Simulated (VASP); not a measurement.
A run of VASP 6.6.1 is set up as follows.

File INCAR:

```
SYSTEM = MgHgSe2
PREC = Accurate
ENCUT = 600
EDIFF = 1E-6
ISMEAR = 0
SIGMA = 0.01
LREAL = .False.
LASPH = .True.
NELM = 120
ALGO = Normal
ISIF = 2
LWAVE = .False.
LCHARG = .True.
GGA = PE
LELF = .True.
LVHAR = .True.
NBANDS = 21
GGA_COMPAT = .False.
```

The input KPOINTS:

```
regular mesh
0
Gamma
  4 4 2
  0 0 0
```

File POSCAR:

```
MgHgSe2
1.0
    4.3138610695      0.0000000000      0.0000000000
    0.0000000000      4.3138610695      0.0000000000
    0.0000000000      0.0000000000      5.9854478202
Mg Se Hg
1 2 1
Direct
    0.0000000000      0.0000000000      0.0000000000
    0.0000000000      0.5000000000      0.2354752525
    0.5000000000      0.0000000000      0.7645247475
    0.5000000000      0.5000000000      0.5000000000
```

Potentials or basis: VASP PAW PBE potentials, release 64 (Mg, Se, Hg).

Command:

```console
$ cat potpaw_PBE.64/Mg/POTCAR potpaw_PBE.64/Se/POTCAR potpaw_PBE.64/Hg/POTCAR > POTCAR
$ mpirun -np 1 vasp_std > vasp.out
```

Predict the largest force.

0.102 eV/Å.

Estimate the band gap on the k mesh.

0.62 eV, direct.

Estimate the pressure.

1.6 GPa.

Stress tensor (GPa, compression positive):
```
1.63 0.00 0.00
0.00 1.63 0.00
0.00 0.00 1.44
```

Caveat: the k points lie up to 0.52 Å⁻¹ apart; spin-orbit coupling is left out, which moves the levels of the heavy elements. A hybrid or GW would open this gap; PBE tends to underestimate it.
